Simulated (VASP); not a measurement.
Set up this calculation in VASP 6.6.1, as the native input.

- Task: single point
- Functional: r2SCAN50
- Potentials or basis: VASP PAW PBE potentials, release 64 (Cd, Se)
- Cutoff: 520 eV
- k mesh: 4 × 4 × 2
- Occupations: fermi-dirac, width 0.05 eV
- Spin: no spin polarisation
- Dipole correction: no
- Grid for exact exchange (PRECFOCK): Normal
- Further INCAR settings: ALGO = Normal; EDIFF = 1e-06; NBANDS = 26

CdSe (Cadmoselite):

```xyz
4
Lattice="4.3000 0.0000 0.0000 -2.1500 3.7239 0.0000 0.0000 0.0000 7.0200" Properties=species:S:1:pos:R:3 pbc="T T T"
Cd    2.1500    1.2413    3.5100
Cd    0.0000    2.4826    0.0000
Se    2.1500    1.2413    6.2127
Se    0.0000    2.4826    2.7027
```

The input as run:

POSCAR

```
CdSe
1.0
    4.3000000000      0.0000000000      0.0000000000
   -2.1500000000      3.7239092363      0.0000000000
    0.0000000000      0.0000000000      7.0200000000
Cd Se
2 2
Direct
    0.6666666667      0.3333333333      0.5000000000
    0.3333333333      0.6666666667      0.0000000000
    0.6666666667      0.3333333333      0.8850000000
    0.3333333333      0.6666666667      0.3850000000
```

INCAR.step1

```
SYSTEM = CdSe
ALGO = Normal
EDIFF = 1E-5
ENCUT = 520
GGA = PE
ISIF = 2
ISMEAR = -1
LASPH = .True.
LCHARG = .False.
LREAL = .False.
LWAVE = .True.
NBANDS = 26
NELM = 100
PREC = Accurate
SIGMA = 0.05
```

INCAR.step2

```
SYSTEM = CdSe
AEXX = 0.5
ALGO = Normal
EDIFF = 1E-6
ENCUT = 520
ISIF = 2
ISMEAR = -1
ISTART = 1
LASPH = .True.
LCHARG = .False.
LHFCALC = .True.
LMIXTAU = .True.
LREAL = .False.
LWAVE = .False.
METAGGA = R2SCAN
NBANDS = 26
NELM = 100
PREC = Accurate
PRECFOCK = Normal
SIGMA = 0.05
```

KPOINTS

```
k-points
0
Gamma
  4 4 2
  0 0 0
```

Potentials or basis: VASP PAW PBE potentials, release 64 (Cd, Se).

The run is started by

```console
$ cat potpaw_PBE.64/Cd/POTCAR potpaw_PBE.64/Se/POTCAR > POTCAR
$ cp INCAR.step1 INCAR
$ mpirun -np 1 vasp_std > vasp.out
$ cp INCAR.step2 INCAR
$ mpirun -np 1 vasp_std > vasp.out
```

Results of the run:

- Pressure: 0.3 GPa
- Largest force: 0.288 eV/Å
- Band gap on the k mesh: 4.15 eV, direct

Caveat: the k points lie up to 0.45 Å⁻¹ apart; the PAW data sets were made with another functional, which shifts forces and pressure a little.

It took 23 min on 1 thread of Intel(R) Xeon(R) Platinum 8488C (Sapphire Rapids) (shared host), peak memory 0.27 GiB.
